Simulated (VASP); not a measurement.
CdTe (f.bd3), 2 atoms in the cell. It takes space group F-43m (No. 216, cubic). Conventional cell: a = 6.517 Å, b = 6.517 Å, c = 6.517 Å, α = 90.00°, β = 90.00°, γ = 90.00°. Cd (site symmetry -43m) has 4 Te at 2.82 Å within 3.7 Å. Te (site symmetry -43m) has 4 Cd at 2.82 Å within 3.7 Å. 

| Property | Result |
| --- | --- |
| Program | VASP 6.6.1 |
| Task | single point |
| Functional | PBE |
| Dispersion | D3(BJ) |
| Potentials or basis | VASP PAW PBE potentials, release 64 (Cd, Te) |
| Cutoff | 500 eV |
| k mesh | 8 × 8 × 8 |
| Occupations | gaussian, width 0.02 eV |
| Spin | no spin polarisation |
| Dipole correction | no |
| Further INCAR settings | ALGO = Normal; EDIFF = 1e-06; NBANDS = 16 |

Potentials or basis: VASP PAW PBE potentials, release 64 (Cd, Te).

Run with:

```bash
$ cat potpaw_PBE.64/Cd/POTCAR potpaw_PBE.64/Te/POTCAR > POTCAR
$ mpirun -np 1 vasp_std > vasp.out
```

Hardware: 1 thread of Intel(R) Xeon(R) Platinum 8375C CPU @ 2.90GHz (Ice Lake), on a shared host.

Question: Estimate the wall time of this run.

Answer: Wall time 20 s on 1 thread of Intel(R) Xeon(R) Platinum 8375C CPU @ 2.90GHz (Ice Lake), on a shared host, peak memory 0.22 GiB. Counts: scf iterations 12, k points 29.
